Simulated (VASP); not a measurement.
# NbTe (P-6m2) in VASP: notebook, part 2 of 2

VASP 6.6.1. Earlier steps stand in the parts before.

## 4. Single point, PBEsol

This run uses another cell than the first one, of 23.72 Å³/atom, 1.060 times its volume.

The input, INCAR:

```
ALGO = Normal
EDIFF = 1E-7
ENCUT = 520
GGA = PS
ISIF = 2
ISMEAR = -1
LASPH = True
LCHARG = False
LREAL = False
LWAVE = False
NBANDS = 16
NELM = 80
PREC = Accurate
SIGMA = 0.05
```

The input, KPOINTS:

```
k-points
0
Gamma
  7 7 6
```

The input, POSCAR:

```
NbTe
1.0
    3.8510933621      0.0000000000      0.0000000000
   -1.9255466810      3.3351446839      0.0000000000
    0.0000000000      0.0000000000      3.6942110000
Te Nb
1 1
Direct
    0.6666666667      0.3333333333      0.0000000000
    0.0000000000      0.0000000000      0.5000000000
```

Launch:

```bash
cat potpaw_PBE.64/Te/POTCAR potpaw_PBE.64/Nb_sv/POTCAR > POTCAR
mpirun -np 1 vasp_std > vasp.out
```

It took 11 s on 1 thread of Intel Xeon 6975P-C (Granite Rapids), shared host; peak memory 0.17 GiB.

The run converged. Its results:

```
Free energy : -14.6678 eV
Pressure    : -11.8 GPa
```

Stress tensor (GPa, compression positive):
```
-12.08   0.00   0.00
  0.00 -12.08   0.00
  0.00   0.00 -11.25
```

Levels at points of the mesh, in eV from the Fermi level:
| k point | band 8 | band 9 | band 10 | band 11 | band 12 | band 13 |
| --- | --- | --- | --- | --- | --- | --- |
| (0.00, 0.00, 0.00) | -2.62 | -1.94 | 0.19 | 0.19 | 2.21 | 2.22 |
| (0.00, 0.00, 0.50) | -2.63 | -0.85 | -0.85 | 0.95 | 1.45 | 1.45 |

Caveat: the PAW data sets were made with another functional, which shifts forces and pressure a little; spin-orbit coupling is left out, which moves the levels of the heavy elements.

## 5. Single point, PBEsol+D3(BJ)

This run uses another cell than the first one, of 20.15 Å³/atom, 0.901 times its volume.

The input, INCAR:

```
PREC = Accurate
ENCUT = 520
EDIFF = 1E-6
ISMEAR = -1
SIGMA = 0.05
LREAL = False
LASPH = True
NELM = 100
ALGO = Normal
ISIF = 2
LWAVE = False
LCHARG = False
GGA = PS
IVDW = 12
NBANDS = 16
```

The input, KPOINTS:

```
Automatic mesh
0
Gamma
  8 8 7
```

The input, POSCAR:

```
NbTe
1.0
    3.5684356222      0.0000000000      0.0000000000
   -1.7842178111      3.0903559006      0.0000000000
    0.0000000000      0.0000000000      3.6552653571
Te Nb
1 1
Direct
    0.6666666667      0.3333333333      0.0000000000
    0.0000000000      0.0000000000      0.5000000000
```

Potentials or basis: VASP PAW PBE potentials, release 64 (Te, Nb_sv).

Launch:

```bash
cat potpaw_PBE.64/Te/POTCAR potpaw_PBE.64/Nb_sv/POTCAR > POTCAR
mpirun -np 1 vasp_std > vasp.out
```

OUTCAR:

```text
PREC = Accurate
   ENCUT = 520
   EDIFF = 1E-6
   ISMEAR = -1
   LREAL = False
   LASPH = True
   NELM = 100
   ISIF = 2
   GGA = PS
   IVDW = 12
 IVDW          = 12

 ion  position               nearest neighbor table
   1  0.667  0.333  0.000-   2 2.75   2 2.75   2 2.75   2 2.75   2 2.75   2 2.75
   2  0.000  0.000  0.500-   1 2.75   1 2.75   1 2.75   1 2.75   1 2.75   1 2.75

  LATTYP: Found a hexagonal cell.
 ALAT       =     3.5684356222
 C/A-ratio  =     1.0243327172

[... 644 lines left out ...]

------------------------ aborting loop because EDIFF is reached ----------------------------------------

 Edisp (eV)   -1.36490

 E8    (eV) :    -0.9489

  FORCE on cell =-STRESS in cart. coord.  units (eV):
  Direction    XX          YY          ZZ          XY          YZ          ZX
  --------------------------------------------------------------------------------------
  -------------------------------------------------------------------------------------
  Total      -0.02249    -0.02249    -0.03816     0.00000    -0.00000     0.00000
  in kB      -0.89378    -0.89378    -1.51684     0.00000    -0.00000     0.00000
  external pressure =       -1.10 kB  Pullay stress =        0.00 kB

 VOLUME and BASIS-vectors are now :
 -----------------------------------------------------------------------------
  energy-cutoff  :      520.00
  volume of cell :       40.31
      direct lattice vectors                 reciprocal lattice vectors
     3.568435622  0.000000000  0.000000000     0.280234844  0.161793663  0.000000000
    -1.784217811  3.090355901  0.000000000     0.000000000  0.323587325  0.000000000
     0.000000000  0.000000000  3.655265357     0.000000000  0.000000000  0.273577949

 POSITION                                       TOTAL-FORCE (eV/Angst)
 -----------------------------------------------------------------------------------
      1.78422      1.03012      0.00000         0.000000      0.000000      0.000000
      0.00000      0.00000      1.82763        -0.000000      0.000000      0.000000
 -----------------------------------------------------------------------------------
    total drift:                               -0.000000      0.000000     -0.000000

  FREE ENERGIE OF THE ION-ELECTRON SYSTEM (eV)
  ---------------------------------------------------
  free  energy   TOTEN  =       -16.2427656336 eV

  energy  without entropy=      -16.2343652999  energy(sigma->0) =      -16.23856547
```

Run time: 9.8 s. Hardware: 1 thread of Intel Xeon 6975P-C (Granite Rapids), shared host; peak memory 0.18 GiB.

Results:

```yaml
Free_energy: -16.2428 eV
Pressure: -0.1 GPa
Dispersion_energy_per_atom: -0.682 eV
```

Levels at points of the mesh, in eV from the Fermi level:
| k point | band 7 | band 8 | band 9 | band 10 | band 11 | band 12 | band 13 | band 14 |
| --- | --- | --- | --- | --- | --- | --- | --- | --- |
| (0.00, 0.00, 0.00) | -3.20 | -3.20 | -2.59 | 0.13 | 0.13 | 2.78 | 2.78 | 3.48 |
| (0.50, 0.00, 0.00) | -4.28 | -3.01 | -2.51 | -0.26 | 1.47 | 1.86 | 3.21 | 4.04 |

Caveat: the PAW data sets were made with another functional, which shifts forces and pressure a little; spin-orbit coupling is left out, which moves the levels of the heavy elements; pairwise dispersion overbinds metals, which lowers pressure and volume.

## 6. The runs side by side

| level | cell | k mesh | gap on the mesh (eV) | pressure (GPa) |
| --- | --- | --- | --- | --- |
| PBEsol | a = 3.740, b = 3.740, c = 3.694 Å, angles 90.0, 90.0, 120.0°, 2 atoms | 7 × 7 × 6 | none | -7.2 |
| PBEsol | a = 3.777, b = 3.777, c = 3.694 Å, angles 90.0, 90.0, 120.0°, 2 atoms | 7 × 7 × 6 | none | -8.9 |
| PBEsol | a = 3.851, b = 3.851, c = 3.694 Å, angles 90.0, 90.0, 120.0°, 2 atoms | 7 × 7 × 6 | none | -11.8 |
| PBEsol+D3(BJ) | a = 3.568, b = 3.568, c = 3.655 Å, angles 90.0, 90.0, 120.0°, 2 atoms | 8 × 8 × 7 | none | -0.1 |

Alike in all rows: task single point; potentials or basis VASP PAW PBE potentials, release 64 (Te, Nb_sv); no spin polarisation; cutoff (eV) 520; smearing fermi-dirac 0.05 eV.

Caveats: the PAW data sets were made with another functional, which shifts forces and pressure a little; spin-orbit coupling is left out, which moves the levels of the heavy elements; pairwise dispersion overbinds metals, which lowers pressure and volume (some runs).

Total energies depend on the potentials used, so only differences within one code and one set of settings carry meaning.
